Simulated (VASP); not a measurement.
Runs of VASP 6.6.1 on Ru. The structure is that of space group P6_3/mmc (No. 194), or close to it. The cells are those of the table. 

| task | cell | gap on the mesh (eV) | pressure (GPa) | largest force (eV/Å) |
| --- | --- | --- | --- | --- |
| electric field gradients | a = 2.706, b = 2.718, c = 4.282 Å, angles 90.2, 90.6, 120.4°, 2 atoms | none | 4.6 | 0.05 |
| single point | a = 2.706, b = 2.706, c = 4.196 Å, angles 90.0, 90.0, 120.0°, 2 atoms | none | 12.0 | - |
| electric field gradients | a = 2.706, b = 2.706, c = 4.410 Å, angles 90.0, 90.0, 120.0°, 2 atoms | none | -4.7 | - |
| single point | a = 2.706, b = 2.706, c = 4.153 Å, angles 90.0, 90.0, 120.0°, 2 atoms | none | (a) | - |
| single point | a = 2.706, b = 2.706, c = 4.410 Å, angles 90.0, 90.0, 120.0°, 2 atoms | none | -4.7 | - |
| single point | a = 2.706, b = 2.706, c = 4.239 Å, angles 90.0, 90.0, 120.0°, 2 atoms | none | 8.1 | - |
| single point | a = 2.706, b = 2.671, c = 4.283 Å, angles 89.4, 88.3, 118.7°, 2 atoms | none | 5.3 | 0.08 |
| electric field gradients | a = 2.706, b = 2.706, c = 4.196 Å, angles 90.0, 90.0, 120.0°, 2 atoms | none | 12.0 | - |

Alike in all rows: level PBE; potentials or basis VASP PAW PBE potentials, release 64 (Ru_pv); no spin polarisation; k mesh 14 × 14 × 8; cutoff (eV) 520; smearing fermi-dirac 0.03 eV.

Estimate the missing entries.

(a) 16.3.

Caveats: the cell stands under pressure (at least some runs); the stress differs along the axes, from 9 to 18 GPa (at least some runs); the stress differs along the axes, from -15 to 0 GPa (at least some runs); the stress differs along the axes, from 11 to 26 GPa (at least some runs).

A k mesh can miss the band edges, and the runs leave out spin-orbit coupling on Ru.

A gap of «none» marks levels without a gap at the run's occupations.
